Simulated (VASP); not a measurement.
Here is a VASP 6.6.1 calculation.

File INCAR:

```
SYSTEM = PbS
PREC = Accurate
ENCUT = 520
EDIFF = 1E-6
ISMEAR = 0
SIGMA = 0.03
LREAL = .False.
LASPH = .True.
NELM = 60
ALGO = Normal
ISIF = 2
LWAVE = .False.
LCHARG = .False.
GGA = PS
NBANDS = 17
```

The input KPOINTS:

```
Automatic mesh
0
Gamma
  10 10 10
  0 0 0
```

Contents of POSCAR:

```
PbS
1.0
    0.0000000000      3.1132500000      2.8167500000
    3.1132500000      0.0000000000      2.8167500000
    3.1132500000      3.1132500000      0.0000000000
Pb S
1 1
Direct
    0.0000000000      0.0000000000      0.0000000000
    0.5000000000      0.5000000000      0.5000000000
```

Potentials or basis: VASP PAW PBE potentials, release 64 (Pb_d, S).

Command:

```sh
$ cat potpaw_PBE.64/Pb_d/POTCAR potpaw_PBE.64/S/POTCAR > POTCAR
$ mpirun -np 1 vasp_std > vasp.out
```

Task: Estimate the band gap on the k mesh.

Result: 0.15 eV.

Task: Estimate the pressure.

Result: -1.7 GPa.

Stress tensor (GPa, compression positive):
```
-5.76  0.00  0.00
 0.00 -5.76  0.00
 0.00  0.00  6.41
```

Caveat: the cell differs from its parent crystal (strain +0.050 along x and y, -0.050 along z); the PAW data sets were made with another functional, which shifts forces and pressure a little; spin-orbit coupling is left out, which moves the levels of the heavy elements. A k mesh can miss the band edges.
